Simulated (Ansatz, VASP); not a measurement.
# Os in VASP and in Ansatz

The input INCAR:

```
PREC = Accurate
ENCUT = 520
EDIFF = 1E-6
ISMEAR = -1
SIGMA = 0.1
LREAL = False
LASPH = True
NELM = 100
ALGO = Normal
ISIF = 2
LWAVE = False
LCHARG = False
GGA = B5
ALDAX = 1.0
AGGAX = 1.0
AGGAC = 1.0
ALDAC = 0.0
NBANDS = 19
```

KPOINTS

```
Automatic mesh
0
Gamma
  9 9 13
```

Contents of POSCAR:

```
Os
1.0
    4.4964761668      0.0000000000      0.0000000000
   -2.2482380834      3.8940625880      0.0000000000
    0.0000000000      0.0000000000      2.8398249609
Os
3
Direct
    1.0000000000      1.0000000000      0.0000000000
    0.3333333333      0.6666666667      0.5000000000
    0.6666666667      0.3333333333      0.5000000000
```

Input for Ansatz:

```yaml
crystal:
  lattice:
    - [4.4964761668, 0.0, 0.0]
    - [-2.2482380834, 3.894062588, 0.0]
    - [0.0, 0.0, 2.8398249609]
  atoms:
    - { symbol: Os, position: [1.0, 1.0, 0.0] }
    - { symbol: Os, position: [0.3333333333, 0.6666666667, 0.5] }
    - { symbol: Os, position: [0.6666666667, 0.3333333333, 0.5] }
hamiltonian:
  xc: blyp
  pseudopotentials:
    kind: paw
    azcp:
      Os: "pseudopotentials/Os.paw.azcp"
basis:
  ecutwfc: 420
  fft_grid_basis: typed
kpoints:
  mp_grid: { grid: [9, 9, 13], shift: [0, 0, 0] }
magnetization:
  spin_polarized: false
scf:
  occupations: { method: fermi_dirac, width: 0.1 }
  lower_state_search: "off"
output:
  stress: true
```

Alike in both runs: task single point; functional BLYP; k mesh 9 × 9 × 13; occupations fermi-dirac, width 0.1 eV; no spin polarisation.

|  | VASP | Ansatz |
| --- | --- | --- |
| version | VASP 6.6.1 | Ansatz 0.2.0 |
| potentials or method | VASP PAW PBE potentials, release 64 (Os), cutoff 520 eV | plane waves (420 eV) with PAW, scalar-relativistic |
| valence electrons in the cell | 24 | 48 |

Ansatz gave:

```
pressure (GPa)                                                : -20.5
traceless stress, the component that is largest in VASP (GPa) : 2.42
```

**Question.** Which values does VASP return?

**Answer.** Pressure (GPa): -19.0; traceless stress, the component that is largest in VASP (GPa): 2.32.

VASP's potentials were made for PBE, not for BLYP. VASP's potentials hold 24 valence electrons a cell and Ansatz's 48, so a difference there can come from the potentials and not from the codes.

Neither program's run includes spin-orbit coupling.
